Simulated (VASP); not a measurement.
A run of VASP 6.6.1 is set up as follows.

Contents of INCAR:

```
  ALGO = Normal
  EDIFF = 1E-6
  ENCUT = 400
  GGA = PS
  GGA_COMPAT = F
  ISIF = 2
  ISMEAR = -1
  LASPH = T
  LCHARG = T
  LELF = T
  LREAL = F
  LVHAR = T
  LWAVE = F
  NBANDS = 36
  NELM = 120
  PREC = Accurate
  SIGMA = 0.05
```

The input KPOINTS:

```
k-points
0
Gamma
  6 6 3
```

The input POSCAR:

```
CdSe
1.0
    3.0329650000     -3.0329650000      0.0000000000
    0.0000000000      3.0329650000     -3.0329650000
    6.0905530000      6.0905530000      6.0905530000
Cd Se
3 3
Direct
    0.0000000000      0.0000000000      0.0000000000
    0.3333330000      0.6666670000      0.3333330000
    0.6666670000      0.3333330000      0.6666670000
    0.0000000000      0.0000000000      0.2500000000
    0.3333330000      0.6666670000      0.5833330000
    0.6666670000      0.3333330000      0.9166670000
```

Potentials or basis: VASP PAW PBE potentials, release 64 (Cd, Se).

The run is started by

```console
$ cat potpaw_PBE.64/Cd/POTCAR potpaw_PBE.64/Se/POTCAR > POTCAR
$ mpirun -np 1 vasp_std > vasp.out
```

Q: What does it give for the largest force?

A: 0.031 eV/Å.

Q: Estimate the pressure.

A: 0.2 GPa.

Q: What does it give for the band gap on the k mesh?

A: 0.48 eV.

Forces in eV/Å, atoms in the order of the input:
```
Cd   0.018  0.018  0.018
Cd   0.018  0.018  0.018
Cd   0.018  0.018  0.018
Se  -0.018 -0.018 -0.018
Se  -0.018 -0.018 -0.018
Se  -0.018 -0.018 -0.018
```

Caveat: the PAW data sets were made with another functional, which shifts forces and pressure a little.
